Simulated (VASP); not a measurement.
# Hf3Cl (Fm-3m) in VASP: notebook, part 2 of 2

VASP 6.6.1. The steps go on from the part before.

### 3 Single point, PBE

The input, INCAR:

```
  ALGO = Normal
  EDIFF = 1E-7
  ENCUT = 520
  GGA = PE
  ISIF = 2
  ISMEAR = 0
  LASPH = T
  LCHARG = F
  LREAL = F
  LWAVE = F
  NBANDS = 26
  NELM = 100
  PREC = Accurate
  SIGMA = 0.1
```

The input, KPOINTS:

```
k-points
0
Gamma
  12 12 12
```

The input, POSCAR:

```
Hf3Cl
1.0
    0.0000000000      3.5059475321      3.5059475321
    3.5059475321      0.0000000000      3.5059475321
    3.5059475321      3.5059475321      0.0000000000
Hf Cl
3 1
Direct
    0.2500000000      0.2500000000      0.2500000000
    0.7500000000      0.7500000000      0.7500000000
    0.5000000000      0.5000000000      0.5000000000
    0.0000000000      0.0000000000      0.0000000000
```

Potentials or basis: VASP PAW PBE potentials, release 64 (Hf_pv, Cl).

Command:

```console
cat potpaw_PBE.64/Hf_pv/POTCAR potpaw_PBE.64/Cl/POTCAR > POTCAR
mpirun -np 1 vasp_std > vasp.out
```

OUTCAR:

```text
EDIFF = 1E-7
   ENCUT = 520
   GGA = PE
   ISIF = 2
   ISMEAR = 0
   LASPH = T
   LREAL = F
   NELM = 100
   PREC = Accurate

 ion  position               nearest neighbor table
   1  0.250  0.250  0.250-   4 3.04   4 3.04   4 3.04   3 3.04   4 3.04   3 3.04   3 3.04   3 3.04
                             2 3.51   2 3.51   2 3.51   2 3.51   2 3.51   2 3.51
   2  0.750  0.750  0.750-   3 3.04   3 3.04   3 3.04   3 3.04   4 3.04   4 3.04   4 3.04   4 3.04
                             1 3.51   1 3.51   1 3.51   1 3.51   1 3.51   1 3.51
   3  0.500  0.500  0.500-   1 3.04   1 3.04   1 3.04   1 3.04   2 3.04   2 3.04   2 3.04   2 3.04

   4  0.000  0.000  0.000-   2 3.04   2 3.04   2 3.04   1 3.04   2 3.04   1 3.04   1 3.04   1 3.04

  LATTYP: Found a face centered cubic cell.
 ALAT       =     7.0118950642

  Lattice vectors:

 A1 = (   0.0000000000,   3.5059475321,   3.5059475321)
 A2 = (   3.5059475321,   0.0000000000,   3.5059475321)
 A3 = (   3.5059475321,   3.5059475321,   0.0000000000)

Analysis of symmetry for initial positions (statically):
=====================================================================
 Subroutine PRICEL returns:
 Original cell was already a primitive cell.

 Routine SETGRP: Setting up the symmetry group for a
 face centered cubic supercell.

 Subroutine GETGRP returns: Found 48 space group operations
 (whereof 48 operations were pure point group operations)
 out of a pool of 48 trial point group operations.

The static configuration has the point symmetry O_h .

Analysis of symmetry for dynamics (positions and initial velocities):
=====================================================================
 Subroutine PRICEL returns:
 Original cell was already a primitive cell.

 Routine SETGRP: Setting up the symmetry group for a
 face centered cubic supercell.

 Subroutine GETGRP returns: Found 48 space group operations
[... 120 lines left out ...]
   EMIN   =  10.00;   EMAX   =-10.00  energy-range for DOS
   EFERMI =   0.00;   METHOD = LEGACY
   ISMEAR =     0;   SIGMA  =   0.10  broadening in eV -4-tet -1-fermi 0-gaus
   EFERMI_NEDOS =   21; number of points for ismear=-14 and -15
   IALGO  =     38    algorithm
   IMIX   =      4    mixing-type and parameters
     AMIX     =   0.40;   BMIX     =  1.00
     AMIX_MAG =   1.60;   BMIX_MAG =  1.00
  volume/ion in A,a.u.               =      21.55       145.41
  Fermi-wavevector in a.u.,A,eV,Ry     =   1.234980  2.333774 20.751281  1.525176
  Thomas-Fermi vector in A             =   2.369648
   LORBIT       =      0    0 simple, 1 ext, 2 COOP (PROOUT), +10 PAW based schemes
   GGA     = PE    functional components
   LHFCALC =     F    Hartree Fock is set to
   AEXX    =    0.0000 exact exchange contribution
   IVDW    =     0    specifies the selected vdW correction
   LEPSILON=     F    determine dielectric tensor
   LRPA    =     F    only Hartree local field effects (RPA)
 non-spin polarized calculation
 Gauss-broadening in eV      SIGMA  =   0.10
  energy-cutoff  :      520.00
  volume of cell :       86.19
 maximum number of plane-waves:      2336
 NGX is ok and might be reduce to    40
   NGX = 19   NGY = 19   NGZ = 19

 number of electron      37.0000003 magnetization

 Free energy of the ion-electron system (eV)
  ---------------------------------------------------
  ext. energy  EPLUGINS =         0.00000000
  ---------------------------------------------------
  free energy    TOTEN  =       -29.53850271 eV

  energy without entropy =      -29.50717354  energy(sigma->0) =      -29.52283812

 E-fermi :   5.2960     XC(G=0): -11.0255

 val. band max:        5.2932935393   @ k =  -0.4167   0.4167   0.0000
 cond. band min:       5.2988100901   @ k =   0.5000   0.0833   0.0000
 fundamental gap:      0.0055165508
 Fermi energy:         5.2959665480

 k-point     1 :       0.0000    0.0000    0.0000
  band No.  band energies     occupation
      1     -25.6307      2.00000
      2     -25.6307      2.00000
      3     -25.6307      2.00000
      4     -25.5603      2.00000
      5     -25.5603      2.00000
      6     -25.5603      2.00000
[... 685 lines left out ...]
     25       7.6976      0.00000
     26       9.4139      0.00000

 [... further k-points ...]
[... 5 lines left out ...]
  --------------------------------------------------------------------------------------
  -------------------------------------------------------------------------------------
  Total       -0.1818125     -0.1818125     -0.1818125     -0.0000000      0.0000000     -0.0000000
  in kB       -3.3797771     -3.3797771     -3.3797771     -0.0000000      0.0000000     -0.0000000
  external PRESSURE =      -3.3797771 kB  Pullay stress =       0.0000000 kB

 VOLUME and BASIS-vectors are now :
 -----------------------------------------------------------------------------
  energy-cutoff  :      520.00
  volume of cell :       86.19
      direct lattice vectors                 reciprocal lattice vectors
     0.000000000  3.505947532  3.505947532    -0.142614798  0.142614798  0.142614798
     3.505947532  0.000000000  3.505947532     0.142614798 -0.142614798  0.142614798
     3.505947532  3.505947532  0.000000000     0.142614798  0.142614798 -0.142614798

 POSITION                                       TOTAL-FORCE (eV/Angst)
 -----------------------------------------------------------------------------------
      1.75297      1.75297      1.75297         0.000000      0.000000      0.000000
      5.25892      5.25892      5.25892        -0.000000     -0.000000     -0.000000
      3.50595      3.50595      3.50595        -0.000000     -0.000000     -0.000000
      0.00000      0.00000      0.00000        -0.000000     -0.000000     -0.000000
 -----------------------------------------------------------------------------------
    total drift:                               -0.000000      0.000000      0.000000

  FREE ENERGIE OF THE ION-ELECTRON SYSTEM (eV)
  ---------------------------------------------------
  free  energy   TOTEN  =       -29.5385027062 eV

  energy  without entropy=      -29.5071735429  energy(sigma->0) =      -29.52283812
```

OSZICAR:

```text
N       E                     dE             d eps       ncg     rms          rms(c)
DAV:   1     0.143727394284E+03    0.14373E+03   -0.19576E+04  3760   0.131E+03
DAV:   2    -0.213183141290E+02   -0.16505E+03   -0.16035E+03  4474   0.311E+02
DAV:   3    -0.302370226935E+02   -0.89187E+01   -0.86632E+01  5048   0.465E+01
DAV:   4    -0.304099067071E+02   -0.17288E+00   -0.17198E+00  4576   0.726E+00
DAV:   5    -0.304130854238E+02   -0.31787E-02   -0.31738E-02  4964   0.866E-01    0.566E+01
DAV:   6    -0.297115709748E+02    0.70151E+00   -0.28664E+00  4540   0.882E+00    0.338E+01
DAV:   7    -0.296153495416E+02    0.96221E-01   -0.18483E+00  4034   0.595E+00    0.422E+00
DAV:   8    -0.295411136011E+02    0.74236E-01   -0.43817E-01  4514   0.331E+00    0.183E+00
DAV:   9    -0.295393481993E+02    0.17654E-02   -0.31615E-02  4630   0.912E-01    0.599E-01
DAV:  10    -0.295385080244E+02    0.84017E-03   -0.38468E-03  4620   0.331E-01    0.314E-01
DAV:  11    -0.295385027434E+02    0.52811E-05   -0.15139E-04  4462   0.703E-02    0.841E-02
DAV:  12    -0.295385039555E+02   -0.12121E-05   -0.30473E-05  5172   0.300E-02    0.121E-02
DAV:  13    -0.295385026998E+02    0.12557E-05   -0.59838E-06  4594   0.120E-02    0.529E-03
DAV:  14    -0.295385027062E+02   -0.64192E-08   -0.23646E-07  3822   0.264E-03
   1 F= -.29538503E+02 E0= -.29522838E+02  d E =-.313292E-01
```

stdout:

```text
POSCAR found type information on POSCAR HfCl
 POSCAR found :  2 types and       4 ions
 scaLAPACK will be used
 LDA part: xc-table for (Slater+PW92), standard interpolation
 POSCAR, INCAR and KPOINTS ok, starting setup
 FFT: planning ... GRIDC
 FFT: planning ... GRID_SOFT
 FFT: planning ... GRID
 WAVECAR not read
 entering main loop
```

Run time: 3.3 min. Hardware: 1 thread of Intel Xeon Platinum 8259CL at 2.50GHz (Skylake/Cascade Lake), shared host; peak memory 0.32 GiB.

Results:

- Free energy: -29.5385 eV
- Pressure: -0.3 GPa

Caveat: spin-orbit coupling is left out, which moves the levels of the heavy elements; an odd number of electrons without spin polarisation forces a metal; a magnetic or distorted state may lie lower.

### 4 Relaxation of cell and atoms, PBE

The input, INCAR:

```
PREC = Accurate
ENCUT = 600
EDIFF = 1E-6
ISMEAR = 0
SIGMA = 0.1
LREAL = F
LASPH = T
NELM = 100
ALGO = Normal
ISIF = 3
LWAVE = F
LCHARG = F
GGA = PE
IBRION = 2
NSW = 100
EDIFFG = -0.01
```

The input, KPOINTS:

```
Automatic mesh
0
Gamma
  12 12 12
```

The input, POSCAR:

```
Hf3Cl
1.0
    0.0000000000      3.5080151720      3.5080151720
    3.5080151720      0.0000000000      3.5080151720
    3.5080151720      3.5080151720      0.0000000000
Hf Cl
3 1
Direct
    0.2500000000      0.2500000000      0.2500000000
    0.7500000000      0.7500000000      0.7500000000
    0.5000000000      0.5000000000      0.5000000000
    0.0000000000      0.0000000000      0.0000000000
```

Command:

```console
cat potpaw_PBE.64/Hf_pv/POTCAR potpaw_PBE.64/Cl/POTCAR > POTCAR
mpirun -np 1 vasp_std > vasp.out
```

It used 280 s of CPU time on 1 thread of Intel(R) Xeon(R) Platinum 8259CL CPU @ 2.50GHz (Skylake/Cascade Lake), with other jobs on the host.

It converged, with:

| Item | Value |
| --- | --- |
| Free energy | -29.5396 eV |
| Relaxed volume | 21.46 Å³/atom |
| Relaxed cell | a = 4.951 Å, b = 4.951 Å, c = 4.951 Å, α = 60.00°, β = 60.00°, γ = 60.00° |
| Space group after relaxing (to 0.05 Å) | Fm-3m (No. 225) |
| Energy gained by relaxing | 0.2 meV/atom |
| Ionic steps | 3 |
| Pressure after relaxing | 0.0 GPa |

The path:
```csv
step,energy change (eV),largest force (eV/Å),pressure (GPa),volume (Å³)
1,0.0000,0.0000,-0.45,86.34
2,-0.0006,0.0000,0.22,85.58
3,-0.0007,0.0000,0.00,85.82
```

Final structure:
```cif
data_structure
_symmetry_space_group_name_H-M 'P 1'
_symmetry_Int_Tables_number 1
_cell_length_a 4.9512
_cell_length_b 4.9512
_cell_length_c 4.9512
_cell_angle_alpha 60.000
_cell_angle_beta 60.000
_cell_angle_gamma 60.000
_cell_volume 85.82
loop_
_atom_site_label
_atom_site_type_symbol
_atom_site_fract_x
_atom_site_fract_y
_atom_site_fract_z
_atom_site_occupancy
Hf1 Hf 0.25000 0.25000 0.25000 1
Hf2 Hf 0.75000 0.75000 0.75000 1
Hf3 Hf 0.50000 0.50000 0.50000 1
Cl1 Cl 0.00000 0.00000 0.00000 1
```

Levels at points of the mesh, in eV from the Fermi level:
| k point | band 16 | band 17 | band 18 | band 19 | band 20 | band 21 | band 22 |
| --- | --- | --- | --- | --- | --- | --- | --- |
| (0.00, 0.00, 0.00) | -2.13 | 0.01 | 0.01 | 0.01 | 1.29 | 1.29 | 1.29 |
| (0.50, 0.00, 0.00) | -0.59 | -0.59 | -0.45 | -0.18 | -0.18 | 1.17 | 1.20 |
| (0.50, 0.50, 0.00) | -0.42 | -0.20 | -0.20 | -0.12 | -0.06 | 1.39 | 1.47 |

Caveat: spin-orbit coupling is left out, which moves the levels of the heavy elements; an odd number of electrons without spin polarisation forces a metal; a magnetic or distorted state may lie lower.

### 5 Single point, PBE

This run uses another cell than the first one, of 26.08 Å³/atom, 1.210 times its volume.

The input, INCAR:

```
SYSTEM = Hf3Cl
PREC     = Accurate       ! precision mode
ENCUT    = 520            ! plane-wave cutoff, eV
EDIFF    = 1E-6           ! SCF threshold, eV
ISMEAR   = 0              ! smearing method
SIGMA    = 0.1            ! smearing width, eV
LREAL    = .FALSE.        ! projectors in reciprocal space
LASPH    = .TRUE.         ! aspherical terms in the spheres
NELM     = 100            ! most SCF steps
ALGO     = Normal         ! electronic algorithm
ISIF     = 2              ! what is computed and relaxed
LWAVE    = .FALSE.        ! write WAVECAR
LCHARG   = .FALSE.        ! write CHGCAR
GGA      = PE             ! functional
NBANDS   = 26             ! bands
```

The input, KPOINTS:

```
Automatic mesh
0
G
  4 4 4
  0 0 0
```

The input, POSCAR:

```
Hf3Cl
1.0
    0.0000000000      3.7363177100      3.7363177100
    3.7363177100      0.0000000000      3.7363177100
    3.7363177100      3.7363177100      0.0000000000
Hf Cl
3 1
Direct
    0.2500000000      0.2500000000      0.2500000000
    0.7500000000      0.7500000000      0.7500000000
    0.5000000000      0.5000000000      0.5000000000
    0.0000000000      0.0000000000      0.0000000000
```

Command:

```console
cat potpaw_PBE.64/Hf_pv/POTCAR potpaw_PBE.64/Cl/POTCAR > POTCAR
mpirun -np 1 vasp_std > vasp.out
```

Run time: 23 s. Hardware: 1 thread of AMD EPYC 7R13 (Zen 3), shared host; peak memory 0.2 GiB.

The run converged. Its results:

```
Free energy : -28.7874 eV
Pressure    : -10.2 GPa
```

Levels at points of the mesh, in eV from the Fermi level:
```
           k point  band 15  band 16  band 17  band 18  band 19  band 20  band 21  band 22  band 23  band 24
(0.00, 0.00, 0.00)    -1.51    -1.51    -0.08    -0.08    -0.08     0.82     0.82     0.82     2.60     2.60
(0.50, 0.00, 0.00)    -1.82    -0.53    -0.47    -0.47    -0.17    -0.17     0.98     0.98     1.09     1.09
(0.50, 0.50, 0.00)    -2.51    -0.54    -0.23    -0.18    -0.10    -0.10     1.02     1.02     1.46     2.74
```

Caveat: the k points lie up to 0.36 Å⁻¹ apart; spin-orbit coupling is left out, which moves the levels of the heavy elements; an odd number of electrons without spin polarisation forces a metal; a magnetic or distorted state may lie lower.

### 6 Overview

| task | cell | k mesh | cutoff (eV) | gap on the mesh (eV) | pressure (GPa) |
| --- | --- | --- | --- | --- | --- |
| single point | a = 4.958 Å, angles 60.0°, 4 atoms | 12 × 12 × 12 | 520 | none | -0.3 |
| relaxation of cell and atoms | relaxed from a = 4.961 Å, angles 60.0°, 4 atoms | 12 × 12 × 12 | 600 | none | 0.0 |
| single point | a = 5.284 Å, angles 60.0°, 4 atoms | 4 × 4 × 4 | 520 | none | -10.2 |

Alike in all rows: level PBE; potentials or basis VASP PAW PBE potentials, release 64 (Hf_pv, Cl); no spin polarisation; smearing gaussian 0.1 eV.

Caveats: some runs use coarse meshes; spin-orbit coupling is left out, which moves the levels of the heavy elements; an odd number of electrons without spin polarisation forces a metal; a magnetic or distorted state may lie lower.

Absolute energies hang on the potentials; compare differences alone.
